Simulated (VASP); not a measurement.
A run of VASP 6.6.1 is set up as follows.

The input INCAR:

```
PREC = Accurate
ENCUT = 520
EDIFF = 1E-6
ISMEAR = 0
SIGMA = 0.05
LREAL = False
LASPH = True
NELM = 60
ALGO = Normal
ISIF = 2
LWAVE = False
LCHARG = False
GGA = PS
NBANDS = 35
```

KPOINTS

```
regular mesh
0
Gamma
  6 6 6
```

POSCAR

```
Al2O3
1.0
    2.4416028330      1.4096600529      4.8080042988
   -2.4416028330      1.4096600529      4.8080042988
    0.0000000000     -2.8193201058      4.8080042988
Al O
4 6
Direct
    0.8520350473      0.8520350473      0.8520350473
    0.6479649527      0.6479649527      0.6479649527
    0.1479649527      0.1479649527      0.1479649527
    0.3520350473      0.3520350473      0.3520350473
    0.0558571577      0.4441428423      0.7500000000
    0.7500000000      0.0558571577      0.4441428423
    0.4441428423      0.7500000000      0.0558571577
    0.9441428423      0.5558571577      0.2500000000
    0.2500000000      0.9441428423      0.5558571577
    0.5558571577      0.2500000000      0.9441428423
```

Potentials or basis: VASP PAW PBE potentials, release 64 (Al, O).

The run is started by

```console
$ cat potpaw_PBE.64/Al/POTCAR potpaw_PBE.64/O/POTCAR > POTCAR
$ mpirun -np 1 vasp_std > vasp.out
```

(1) Estimate the largest force.

(2) What does it give for the band gap on the k mesh?

(3) What does it give for the pressure?

Results:

(1) 0.096 eV/Å.

(2) 3.98 eV.

(3) -25.8 GPa.

Caveat: the stress differs along the axes, from -42 to -18 GPa; the PAW data sets were made with another functional, which shifts forces and pressure a little.
